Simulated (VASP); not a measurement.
# CoPdO2 (R-3m) in VASP: notebook, part 2 of 2

VASP 6.6.1.

### 5 Single point, PBE+U, collinear spin, ferromagnetic start

This run uses another cell than the first one, of 10.44 Å³/atom.

File INCAR:

```
  PREC = Accurate
  ENCUT = 520
  EDIFF = 1E-6
  ISMEAR = 0
  SIGMA = 0.05
  LREAL = F
  LASPH = T
  NELM = 150
  ALGO = Normal
  ISIF = 2
  LWAVE = F
  LCHARG = F
  ISPIN = 2
  MAGMOM = 3 2 0 0
  LORBIT = 11
  LMAXMIX = 4
  LDAU = T
  LDAUTYPE = 2
  LDAUL = 2 -1 -1
  LDAUU = 3.3 0 0
  LDAUJ = 0 0 0
  LDAUPRINT = 1
  GGA = PE
  NBANDS = 28
```

File KPOINTS:

```
Automatic mesh
0
Gamma
  10 10 10
```

File POSCAR:

```
CoPdO2
1.0
    1.4224998091      0.8212806477      5.9600012628
   -1.4224998091      0.8212806477      5.9600012628
    0.0000000000     -1.6425612954      5.9600012628
Co Pd O
1 1 2
Direct
    0.5000000000      0.5000000000      0.5000000000
    0.0000000000      0.0000000000      0.0000000000
    0.1121500000      0.1121500000      0.1121500000
    0.8878500000      0.8878500000      0.8878500000
```

Started as:

```sh
$ cat potpaw_PBE.64/Co/POTCAR potpaw_PBE.64/Pd/POTCAR potpaw_PBE.64/O/POTCAR > POTCAR
$ mpirun -np 1 vasp_std > vasp.out
```

Run time: 19 min. Hardware: 1 thread of AMD EPYC 9R45 (Zen 5), shared host; peak memory 0.52 GiB.

The run converged. Its results:

```
Free energy                                           : -22.3843 eV
Pressure                                              : 16.0 GPa
Largest force                                         : 1.414 eV/Å
Net moment                                            : 2.20 μB per cell
Site moments                                          : Co +2.22; Pd -0.13; O +0.04 μB
Valence electrons inside the program's atomic spheres : Co 8.35; Pd 9.37; O 5.02
```

Forces in eV/Å, atoms in the order of the input:
```
Co   0.000  0.000  0.000
Pd   0.000  0.000  0.000
O    0.000  0.000 -1.414
O    0.000  0.000  1.414
```

Stress tensor (GPa, compression positive):
```
17.54  0.00  0.00
 0.00 17.54  0.00
 0.00  0.00 12.80
```

Levels at points of the mesh, in eV from the Fermi level:
Spin up:
```csv
k point,band 14,band 15,band 16,band 17,band 18,band 19,band 20,band 21
"(0.00, 0.00, 0.00)",-2.49,-1.79,-1.79,0.84,0.84,2.89,6.44,9.11
"(0.50, 0.00, 0.00)",-1.24,-0.43,-0.32,0.10,0.89,3.47,8.27,10.43
"(0.50, 0.50, 0.00)",-2.13,-1.42,-0.32,0.70,1.58,3.54,9.02,9.65
"(0.50, 0.50, 0.50)",-2.30,-0.67,-0.67,0.31,0.31,4.22,5.19,9.18
```
Spin down:
```
           k point  band 12  band 13  band 14  band 15  band 16  band 17
(0.00, 0.00, 0.00)    -1.78    -1.57    -1.57     0.02     0.02     2.96
(0.50, 0.00, 0.00)    -1.31    -0.42    -0.16     0.10     0.82     2.62
(0.50, 0.50, 0.00)    -1.63    -0.50    -0.42    -0.12     1.22     2.93
(0.50, 0.50, 0.50)    -1.23    -0.72    -0.72    -0.08    -0.08     2.84
```

Eigenvalues of the final occupation matrices:
| site | spin | trace | eigenvalues |
| --- | --- | --- | --- |
| site 1 d | 1 | 4.74 | 0.91 0.91 0.97 0.98 0.98 |
| site 1 d | 2 | 2.55 | 0.26 0.26 0.54 0.54 0.96 |

Caveat: the cell stands under pressure; a cell with one magnetic atom can't hold antiferromagnetic order, which such compounds often take; forces of over 1 eV/Å act on the atoms, so gaps and moduli don't describe the material at rest.

### 6 Single point, PBE+U, collinear spin

This run uses another cell than the first one, of 10.44 Å³/atom.

INCAR: that of step 5 with these lines changed.

```diff
@@ -2,3 +2,3 @@
   ENCUT = 520
-  EDIFF = 1E-6
+  EDIFF = 1E-7
   ISMEAR = 0
@@ -11,5 +11,5 @@
   LWAVE = F
-  LCHARG = F
+  LCHARG = T
   ISPIN = 2
-  MAGMOM = 3 2 0 0
+  MAGMOM = 0.05 0.05 0 0
   LORBIT = 11
@@ -23,2 +23,4 @@
   GGA = PE
+  LELF = T
+  LVHAR = T
   NBANDS = 28
```

KPOINTS is that of step 5.

File POSCAR:

```
CoPdO2
1.0
    1.4259196805      0.8232551114      5.9314470661
   -1.4259196805      0.8232551114      5.9314470661
    0.0000000000     -1.6465102227      5.9314470661
Co Pd O
1 1 2
Direct
    0.5000000000      0.5000000000      0.5000000000
    0.0000000000      0.0000000000      0.0000000000
    0.1121907613      0.1121907613      0.1121907613
    0.8878092387      0.8878092387      0.8878092387
```

Potentials or basis: VASP PAW PBE potentials, release 64 (Co, Pd, O).

Started as:

```sh
$ cat potpaw_PBE.64/Co/POTCAR potpaw_PBE.64/Pd/POTCAR potpaw_PBE.64/O/POTCAR > POTCAR
$ mpirun -np 1 vasp_std > vasp.out
```

OUTCAR:

```text
PREC = Accurate
   ENCUT = 520
   EDIFF = 1E-7
   ISMEAR = 0
   LREAL = F
   LASPH = T
   NELM = 150
   ISIF = 2
   ISPIN = 2
   LORBIT = 11
   GGA = PE

 ion  position               nearest neighbor table
   1  0.500  0.500  0.500-   3 1.91   4 1.91   3 1.91   3 1.91   4 1.91   4 1.91
   2  0.000  0.000  0.000-   3 2.00   4 2.00
   3  0.112  0.112  0.112-   1 1.91   1 1.91   1 1.91   2 2.00
   4  0.888  0.888  0.888-   1 1.91   1 1.91   1 1.91   2 2.00

  LATTYP: Found a trigonal (rhomboedric) cell.
 ALAT       =     6.1557339296
 COS(alpha) =     0.8926849970

  Lattice vectors:

 A1 = (   1.4259196805,   0.8232551114,   5.9314470661)
 A2 = (  -1.4259196805,   0.8232551114,   5.9314470661)
 A3 = (   0.0000000000,  -1.6465102227,   5.9314470661)

Analysis of symmetry for initial positions (statically):
=====================================================================
 Subroutine PRICEL returns:
 Original cell was already a primitive cell.

 Routine SETGRP: Setting up the symmetry group for a
 trigonal (rhombohedral) supercell.

 Subroutine GETGRP returns: Found 12 space group operations
 (whereof 12 operations were pure point group operations)
 out of a pool of 12 trial point group operations.

The static configuration has the point symmetry D_3d.

Analysis of symmetry for dynamics (positions and initial velocities):
=====================================================================
 Subroutine PRICEL returns:
 Original cell was already a primitive cell.

 Routine SETGRP: Setting up the symmetry group for a
 trigonal (rhombohedral) supercell.

 Subroutine GETGRP returns: Found 12 space group operations
 (whereof 12 operations were pure point group operations)
 out of a pool of 12 trial point group operations.

The dynamic configuration has the point symmetry D_3d.

Analysis of structural, dynamic, and magnetic symmetry:
[... 191 lines left out ...]
 number of electron      31.0000000 magnetization       0.0006722

 Free energy of the ion-electron system (eV)
  ---------------------------------------------------
  ext. energy  EPLUGINS =         0.00000000
  ---------------------------------------------------
  free energy    TOTEN  =       -23.50689379 eV

  energy without entropy =      -23.50368512  energy(sigma->0) =      -23.50528945

 E-fermi :   7.5216     XC(G=0): -12.3737

 val. band max:        7.5150833448   @ k =  -0.2000   0.2000   0.2000
 cond. band min:       7.5238903024   @ k =  -0.3000   0.1000   0.1000
 fundamental gap:      0.0088069576
 Fermi energy:         7.5215821931

 spin component 1

 k-point     1 :       0.0000    0.0000    0.0000
  band No.  band energies     occupation
      1     -13.1151      1.00000
      2     -11.2754      1.00000
      3      -0.9762      1.00000
      4       1.7111      1.00000
      5       1.7111      1.00000
      6       2.5224      1.00000
[... 1433 lines left out ...]
     26      23.8719      0.00000
     27      25.5936      0.00000

 [... further k-points ...]

 [bands above 27 left out]

------------------------ aborting loop because EDIFF is reached ----------------------------------------

  FORCE on cell =-STRESS in cart. coord.  units (eV):
  Direction    XX          YY          ZZ          XY          YZ          ZX
  --------------------------------------------------------------------------------------
  -------------------------------------------------------------------------------------
  Total        0.3144341      0.3144341      0.5449911     -0.0000000      0.0000000      0.0000000
  in kB       12.0586528     12.0586528     20.9005919     -0.0000000      0.0000000      0.0000000
  external PRESSURE =      15.0059658 kB  Pullay stress =       0.0000000 kB

 VOLUME and BASIS-vectors are now :
 -----------------------------------------------------------------------------
  energy-cutoff  :      520.00
  volume of cell :       41.78
      direct lattice vectors                 reciprocal lattice vectors
     1.425919681  0.823255111  5.931447066     0.350650886  0.202448384  0.056197641
    -1.425919681  0.823255111  5.931447066    -0.350650886  0.202448384  0.056197641
     0.000000000 -1.646510223  5.931447066     0.000000000 -0.404896767  0.056197641

 POSITION                                       TOTAL-FORCE (eV/Angst)
 -----------------------------------------------------------------------------------
      0.00000      0.00000      8.89717         0.000000      0.000000      0.000000
      0.00000      0.00000      0.00000        -0.000000      0.000000     -0.000000
      0.00000      0.00000      1.99636        -0.000000      0.000000      0.069462
      0.00000      0.00000     15.79798        -0.000000     -0.000000     -0.069462
 -----------------------------------------------------------------------------------
    total drift:                                0.000000     -0.000000      0.000000

  FREE ENERGIE OF THE ION-ELECTRON SYSTEM (eV)
  ---------------------------------------------------
  free  energy   TOTEN  =       -23.5068937855 eV

  energy  without entropy=      -23.5036851155  energy(sigma->0) =      -23.50528945

 total charge

# of ion       s       p       d       tot
------------------------------------------
    1        0.424   0.647   7.340   8.411
    2        0.474   0.464   8.442   9.379
    3        1.557   3.450   0.000   5.007
    4        1.557   3.450   0.000   5.007
--------------------------------------------------
tot          4.011   8.012  15.782  27.805

 magnetization (x)

# of ion       s       p       d       tot
------------------------------------------
    1        0.000   0.000   0.000   0.000
    2        0.000   0.000   0.000   0.000
    3        0.000   0.000   0.000   0.000
    4        0.000   0.000   0.000   0.000
--------------------------------------------------
tot          0.000   0.000   0.000   0.001
```

It took 13 min on 1 thread of AMD EPYC 9R45 (Zen 5), shared host; peak memory 0.52 GiB.

What came out:

- Free energy: -23.5069 eV
- Pressure: 1.5 GPa
- Largest force: 0.069 eV/Å
- Net moment: 0.00 μB per cell
- Valence electrons inside the program's atomic spheres: Co 8.41; Pd 9.38; O 5.01

Forces in eV/Å, atoms in the order of the input:
```
Co   0.000  0.000  0.000
Pd   0.000  0.000  0.000
O    0.000  0.000  0.069
O    0.000  0.000 -0.069
```

Eigenvalues of the final occupation matrices:
| site | spin | trace | eigenvalues |
| --- | --- | --- | --- |
| site 1 d | 1 | 3.69 | 0.40 0.40 0.96 0.96 0.97 |
| site 1 d | 2 | 3.69 | 0.40 0.40 0.96 0.96 0.97 |

### 7 The runs side by side

```csv
task,level,spin,cell,cutoff (eV),gap on the mesh (eV),pressure (GPa),moment (μB),largest force (eV/Å)
single point,PBE+D3(BJ)+U,"collinear, zero start","a = 6.193 Å, angles 26.8°, 4 atoms, atomic positions A",520,none,-6.2,0.00,0.14
single point,BLYP+D3(BJ)+U,"collinear, zero start","a = 6.211 Å, angles 26.8°, 4 atoms, atomic positions B",520,none,-4.1,0.00,0.04
relaxation of shape and atoms at fixed volume,BLYP+D3(BJ)+U,"collinear, zero start","relaxed from a = 6.227 Å, angles 26.7°, 4 atoms, atomic positions A",600,none,-4.4,0.00,-
single point,PBE+U,"collinear, ferromagnetic start","a = 6.182 Å, angles 26.6°, 4 atoms, atomic positions C",520,none,16.0,2.20,1.41
single point,PBE+U,collinear,"a = 6.156 Å, angles 26.8°, 4 atoms, atomic positions D",520,none,1.5,0.00,0.07
```

Alike in all rows: potentials or basis VASP PAW PBE potentials, release 64 (Co, Pd, O); Co d U = 3.3 eV; k mesh 10 × 10 × 10; smearing gaussian 0.05 eV.

Caveats: no moment was typed at the start, so none could form (at least some runs); the cell stands under tension (at least some runs); the PAW data sets were made with another functional, which shifts forces and pressure a little (at least some runs); three body term missing (at least some runs); the cell stands under pressure (at least some runs); a cell with one magnetic atom can't hold antiferromagnetic order, which such compounds often take (at least some runs); forces of over 1 eV/Å act on the atoms, so gaps and moduli don't describe the material at rest (at least some runs).

Total energies depend on the potentials used, so only differences within one code and one set of settings carry meaning.

The gap in the log of VASP goes by the Fermi energy; the results here count the filled bands.